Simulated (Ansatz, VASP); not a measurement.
# TiO2: VASP beside Ansatz

```
CELL_PARAMETERS angstrom
-1.88440 1.88440 4.77915
1.88440 -1.88440 4.77915
1.88440 1.88440 -4.77915
ATOMIC_POSITIONS crystal
Ti 0.00000 0.00000 0.00000
Ti 0.75000 0.25000 0.50000
O 0.95743 0.45743 0.50000
O 0.20743 0.20743 0.00000
O 0.54257 0.04257 0.50000
O 0.79257 0.79257 0.00000
```

Alike in both runs: task single point; functional PBEsol; k mesh 10 × 10 × 10; occupations gaussian, width 0.02 eV; no spin polarisation.

|  | VASP | Ansatz |
| --- | --- | --- |
| version | VASP 6.6.1 | Ansatz 0.2.0 |
| potentials or method | VASP PAW PBE potentials, release 64 (Ti_sv, O), cutoff 520 eV | scalar-relativistic, plane waves, PAW |
| valence electrons in the cell | 48 | 48 |

VASP gave:

- gap on the k mesh at the Fermi level (eV): 2.10
- least direct gap on the mesh (eV): 2.42
- pressure (GPa): 0.7
- rms of the force components (eV/Å): 0.010

Which values does Ansatz return?

gap on the k mesh at the Fermi level (eV): 2.13; least direct gap on the mesh (eV): 2.44; pressure (GPa): 0.0; rms of the force components (eV/Å): 0.001.

VASP's potentials were made for PBE, not for PBEsol. Atom by atom the forces differ by 0.009 eV/Å (rms over components).
